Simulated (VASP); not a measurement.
# Li (R-3m) in VASP: further runs, part 2 of 2

VASP 6.6.1. Earlier steps stand in the parts before.

## Step 5: Single point, PBE (19.42 Å³/atom)

This run uses another cell than the first one, of 19.42 Å³/atom.

The input, INCAR:

```
PREC = Accurate
ENCUT = 520
EDIFF = 1E-7
ISMEAR = -1
SIGMA = 0.1
LREAL = F
LASPH = T
NELM = 80
ALGO = Normal
ISIF = 2
LWAVE = F
LCHARG = F
GGA = PE
NBANDS = 12
```

The input, KPOINTS:

```
regular mesh
0
Gamma
  16 16 16
```

The input, POSCAR:

```
Li
1.0
    1.5119349846      0.8729160703      7.3581588224
   -1.5119349846      0.8729160703      7.3581588224
    0.0000000000     -1.7458321407      7.3581588224
Li
3
Direct
    0.0000000000      1.0000000000      1.0000000000
    0.2221855009      0.2221855009      0.2221855009
    0.7778144991      0.7778144991      0.7778144991
```

Potentials or basis: VASP PAW PBE potentials, release 64 (Li_sv).

Command:

```console
cat potpaw_PBE.64/Li_sv/POTCAR > POTCAR
mpirun -np 1 vasp_std > vasp.out
```

OUTCAR:

```text
PREC = Accurate
   ENCUT = 520
   EDIFF = 1E-7
   ISMEAR = -1
   LREAL = F
   LASPH = T
   NELM = 80
   ISIF = 2
   GGA = PE

 ion  position               nearest neighbor table
   1  0.000  0.000  0.000-
   2  0.222  0.222  0.222-
   3  0.778  0.778  0.778-

  LATTYP: Found a trigonal (rhomboedric) cell.
 ALAT       =     7.5624355283
 COS(alpha) =     0.9200583960

  Lattice vectors:

 A1 = (   1.5119349846,   0.8729160703,   7.3581588224)
 A2 = (  -1.5119349846,   0.8729160703,   7.3581588224)
 A3 = (   0.0000000000,  -1.7458321407,   7.3581588224)

Analysis of symmetry for initial positions (statically):
=====================================================================
 Subroutine PRICEL returns:
 Original cell was already a primitive cell.

 Routine SETGRP: Setting up the symmetry group for a
 trigonal (rhombohedral) supercell.

 Subroutine GETGRP returns: Found 12 space group operations
 (whereof 12 operations were pure point group operations)
 out of a pool of 12 trial point group operations.

The static configuration has the point symmetry D_3d.

Analysis of symmetry for dynamics (positions and initial velocities):
=====================================================================
 Subroutine PRICEL returns:
 Original cell was already a primitive cell.

 Routine SETGRP: Setting up the symmetry group for a
 trigonal (rhombohedral) supercell.

 Subroutine GETGRP returns: Found 12 space group operations
 (whereof 12 operations were pure point group operations)
 out of a pool of 12 trial point group operations.

The dynamic configuration has the point symmetry D_3d.

 Subroutine INISYM returns: Found 12 space group operations
 (whereof 12 operations are pure point group operations),
 and found     1 'primitive' translations

----------------------------------------------------------------------------------------

                                     Primitive cell

  volume of cell :      58.2675

  direct lattice vectors                    reciprocal lattice vectors
     1.511934985  0.872916070  7.358158822     0.330702051  0.190930918  0.045301188
    -1.511934985  0.872916070  7.358158822    -0.330702051  0.190930918  0.045301188
     0.000000000 -1.745832141  7.358158822     0.000000000 -0.381861836  0.045301188

  length of vectors
     7.562435528  7.562435528  7.562435528     0.384539542  0.384539542  0.384539542

  position of ions in fractional coordinates (direct lattice)
     0.000000000  0.000000000  0.000000000
     0.222185501  0.222185501  0.222185501
     0.777814499  0.777814499  0.777814499

  ion indices of the primitive-cell ions
   primitive index   ion index
                 1           1
                 2           2
                 3           3

----------------------------------------------------------------------------------------

 KPOINTS: regular mesh

Automatic generation of k-mesh.
 Grid dimensions read from file:
 generate k-points for:   16   16   16

 Generating k-lattice:

  Cartesian coordinates                     Fractional coordinates (reciprocal lattice)
[... 39 lines left out ...]
 -0.125000  0.062500 -0.000000     12.000000
 -0.062500  0.062500  0.000000      6.000000
 [... further k-points ...]
   k-points           NKPTS =    417   k-points in BZ     NKDIM =    417   number of bands    NBANDS=     12
   number of dos      NEDOS =    301   number of ions     NIONS =      3
   total plane-waves  NPLWV = 175616
   dimension x,y,z NGX =    56 NGY =   56 NGZ =   56
   dimension x,y,z NGXF=   112 NGYF=  112 NGZF=  112
   ions per type =               3
   NGX,Y,Z   is equivalent  to a cutoff of  12.31, 12.31, 12.31 a.u.
   NGXF,Y,Z  is equivalent  to a cutoff of  24.62, 24.62, 24.62 a.u.
 SYSTEM =  unknown system
   PREC   = accura    normal or accurate (medium, high low for compatibility)
   ISTART =      0    job   : 0-new  1-cont  2-samecut
   ICHARG =      2    charge: 1-file 2-atom 10-const
   ISPIN  =      1    spin polarized calculation?
   LNONCOLLINEAR =      F non collinear calculations
   LSORBIT =      F    spin-orbit coupling
   LASPH  =      T    aspherical Exc in radial PAW
   ENCUT  =  520.0 eV  38.22 Ry    6.18 a.u.  14.06 14.06 14.06*2*pi/ulx,y,z
   NELM   =     80;   NELMIN=  2; NELMDL= -5     # of ELM steps
   EDIFF  = 0.1E-06   stopping-criterion for ELM
   LREAL  =      F    real-space projection
   EDIFFG = 0.1E-05   stopping-criterion for IOM
   NSW    =      0    number of steps for IOM
   IBRION =     -1    ionic relax: 0-MD 1-quasi-New 2-CG
   NFREE  =      0    steps in history (QN), initial steepest desc. (CG)
   ISIF   =      2    stress and relaxation
   ISYM   =      2    0-nonsym 1-usesym 2-fastsym
   POTIM  = 0.5000    time-step for ionic-motion
   TEBEG  =    0.0;   TEEND  =   0.0 temperature during run
   PSTRESS=    0.0 pullay stress
   NELECT =       9.0000    total number of electrons
   NUPDOWN=      -1.0000    fix difference up-down
   EMIN   =  10.00;   EMAX   =-10.00  energy-range for DOS
   EFERMI =   0.00;   METHOD = LEGACY
   ISMEAR =    -1;   SIGMA  =   0.10  broadening in eV -4-tet -1-fermi 0-gaus
   EFERMI_NEDOS =   21; number of points for ismear=-14 and -15
   IALGO  =     38    algorithm
   IMIX   =      4    mixing-type and parameters
     AMIX     =   0.40;   BMIX     =  1.00
     AMIX_MAG =   1.60;   BMIX_MAG =  1.00
  volume/ion in A,a.u.               =      19.42       131.07
  Fermi-wavevector in a.u.,A,eV,Ry     =   0.878376  1.659889 10.497492  0.771544
  Thomas-Fermi vector in A             =   1.998454
   LORBIT       =      0    0 simple, 1 ext, 2 COOP (PROOUT), +10 PAW based schemes
   GGA     = PE    functional components
   LHFCALC =     F    Hartree Fock is set to
   AEXX    =    0.0000 exact exchange contribution
   IVDW    =     0    specifies the selected vdW correction
   LEPSILON=     F    determine dielectric tensor
   LRPA    =     F    only Hartree local field effects (RPA)
 non-spin polarized calculation
  energy-cutoff  :      520.00
  volume of cell :       58.27
 maximum number of plane-waves:      1606
   NGX = 29   NGY = 29   NGZ = 29

 number of electron       9.0000001 magnetization

 Free energy of the ion-electron system (eV)
  ---------------------------------------------------
  ext. energy  EPLUGINS =         0.00000000
  ---------------------------------------------------
  free energy    TOTEN  =        -5.73861839 eV

  energy without entropy =       -5.69372788  energy(sigma->0) =       -5.71617313

 E-fermi :   0.7410     XC(G=0):  -7.1489

 val. band max:        0.7407620437   @ k =   0.3125   0.1875   0.0625
 cond. band min:       0.7422138800   @ k =   0.3750   0.2500   0.1875
 fundamental gap:      0.0014518363
 Fermi energy:         0.7410187899

 k-point     1 :       0.0000    0.0000    0.0000
  band No.  band energies     occupation
      1     -45.7106      2.00000
      2     -45.6948      2.00000
      3     -45.6931      2.00000
      4      -2.8687      2.00000
      5      -0.8629      2.00000
      6      -0.8623      2.00000
      7       6.7054      0.00000
      8       6.7087      0.00000
      9      13.8754      0.00000
     10      13.8754      0.00000
     11      14.0180      0.00000
     12      14.0180      0.00000
[... 331 lines left out ...]
 k-point    24 :      -0.0625    0.0625    0.0000
  band No.  band energies     occupation
      1     -45.7085      2.00000
      2     -45.6936      2.00000
      3     -45.6918      2.00000
      4      -2.6804      2.00000
      5      -0.6603      2.00000
      6      -0.6596      2.00000
      7       6.8046      0.00000
      8       6.8055      0.00000
      9      12.2123      0.00000
     10      12.3516      0.00000
     11      12.9042      0.00000
     12      13.1341      0.00000

 [... further k-points ...]

------------------------ aborting loop because EDIFF is reached ----------------------------------------

  FORCE on cell =-STRESS in cart. coord.  units (eV):
  Direction    XX          YY          ZZ          XY          YZ          ZX
  --------------------------------------------------------------------------------------
  -------------------------------------------------------------------------------------
  Total        0.1709205      0.1709205      0.2473101      0.0000000     -0.0000000      0.0000000
  in kB        4.6997941      4.6997941      6.8002747      0.0000000     -0.0000000      0.0000000
  external PRESSURE =       5.3999543 kB  Pullay stress =       0.0000000 kB

 VOLUME and BASIS-vectors are now :
 -----------------------------------------------------------------------------
  energy-cutoff  :      520.00
  volume of cell :       58.27
      direct lattice vectors                 reciprocal lattice vectors
     1.511934985  0.872916070  7.358158822     0.330702051  0.190930918  0.045301188
    -1.511934985  0.872916070  7.358158822    -0.330702051  0.190930918  0.045301188
     0.000000000 -1.745832141  7.358158822     0.000000000 -0.381861836  0.045301188

 POSITION                                       TOTAL-FORCE (eV/Angst)
 -----------------------------------------------------------------------------------
      0.00000      0.00000      0.00000         0.000000     -0.000000     -0.000000
      0.00000     -0.00000      4.90463         0.000000     -0.000000      0.001991
      0.00000     -0.00000     17.16985         0.000000      0.000000     -0.001991
 -----------------------------------------------------------------------------------
    total drift:                                0.000000      0.000000     -0.000000

  FREE ENERGIE OF THE ION-ELECTRON SYSTEM (eV)
  ---------------------------------------------------
  free  energy   TOTEN  =        -5.7386183863 eV

  energy  without entropy=       -5.6937278795  energy(sigma->0) =       -5.71617313
```

It took 8.3 min on 1 thread of Intel Xeon 6975P-C (Granite Rapids), shared host; peak memory 0.54 GiB.

Results:

```
Free energy            : -5.7386 eV
Band gap on the k mesh : zero (an odd number of electrons rules out a gap without spin polarisation)
```

Levels at points of the mesh, in eV from the Fermi level:
```csv
k point,band 1,band 2,band 3,band 4,band 5,band 6,band 7,band 8,band 9,band 10
"(0.00, 0.00, 0.00)",-46.45,-46.44,-46.43,-3.61,-1.60,-1.60,5.96,5.97,13.13,13.13
"(0.50, 0.00, 0.00)",-46.43,-46.43,-46.42,-0.09,0.85,1.06,3.88,4.00,4.63,8.75
"(0.50, 0.50, 0.00)",-46.43,-46.43,-46.42,0.23,0.31,1.21,3.36,4.56,5.69,7.04
"(0.50, 0.50, 0.50)",-46.45,-46.45,-46.43,-3.10,-3.10,0.01,3.13,10.95,10.97,12.81
```

Caveat: the cutoff is under 1.25 times the usual one of these potentials, so pressure, stress and relaxed cells hold a basis-set (Pulay) error.

## Step 6: Single point, PBE

The input, INCAR:

```
SYSTEM = Li
ALGO = Normal
EDIFF = 1E-6
ENCUT = 520
GGA = PE
ISIF = 2
ISMEAR = -1
LASPH = .True.
LCHARG = .False.
LREAL = .False.
LWAVE = .False.
NBANDS = 12
NELM = 100
PREC = Accurate
SIGMA = 0.1
```

The input, KPOINTS:

```
k-points
0
Gamma
  16 16 16
  0 0 0
```

The input, POSCAR:

```
Li
1.0
    1.5326489968      0.8848753108      7.4589680455
   -1.5326489968      0.8848753108      7.4589680455
    0.0000000000     -1.7697506217      7.4589680455
Li
3
Direct
    0.0000000000      1.0000000000      1.0000000000
    0.2221855009      0.2221855009      0.2221855009
    0.7778144991      0.7778144991      0.7778144991
```

Potentials or basis: VASP PAW PBE potentials, release 64 (Li_sv).

Command:

```console
cat potpaw_PBE.64/Li_sv/POTCAR > POTCAR
mpirun -np 1 vasp_std > vasp.out
```

Wall time 7.2 min (1 thread of Intel Xeon 6975P-C (Granite Rapids), shared host); peak memory 0.59 GiB.

It converged, with:

- Free energy: -5.7439 eV
- Band gap on the k mesh: zero (an odd number of electrons rules out a gap without spin polarisation)

Forces on the atoms (eV/Å):
```
Li   0.000  0.000  0.000
Li   0.000  0.000  0.002
Li   0.000  0.000 -0.002
```

Levels at points of the mesh, in eV from the Fermi level:
| k point | band 3 | band 4 | band 5 | band 6 | band 7 | band 8 |
| --- | --- | --- | --- | --- | --- | --- |
| (0.00, 0.00, 0.00) | -46.51 | -3.56 | -1.58 | -1.58 | 5.78 | 5.79 |
| (0.50, 0.00, 0.00) | -46.50 | -0.07 | 0.82 | 1.05 | 3.74 | 3.87 |
| (0.50, 0.50, 0.00) | -46.50 | 0.23 | 0.31 | 1.17 | 3.23 | 4.43 |
| (0.50, 0.50, 0.50) | -46.50 | -3.06 | -3.06 | 0.02 | 2.99 | 10.65 |

Caveat: the cutoff is under 1.25 times the usual one of these potentials, so pressure, stress and relaxed cells hold a basis-set (Pulay) error.

## Step 7: The runs side by side

```tsv
cell	k mesh	gap on the mesh (eV)
a = 7.666 Å, angles 23.1°, 3 atoms	12 × 12 × 12	none
a = 7.346 Å, angles 23.1°, 3 atoms	16 × 16 × 16	none
a = 7.456 Å, angles 23.1°, 3 atoms	16 × 16 × 16	none
a = 7.562 Å, angles 23.1°, 3 atoms	16 × 16 × 16	none
a = 7.666 Å, angles 23.1°, 3 atoms	16 × 16 × 16	none
```

Alike in all rows: task single point; level PBE; potentials or basis VASP PAW PBE potentials, release 64 (Li_sv); no spin polarisation; cutoff (eV) 520; smearing fermi-dirac 0.1 eV.

Caveats: the cutoff is under 1.25 times the usual one of these potentials, so pressure, stress and relaxed cells hold a basis-set (Pulay) error.

Total energies depend on the potentials used, so only differences within one code and one set of settings carry meaning.
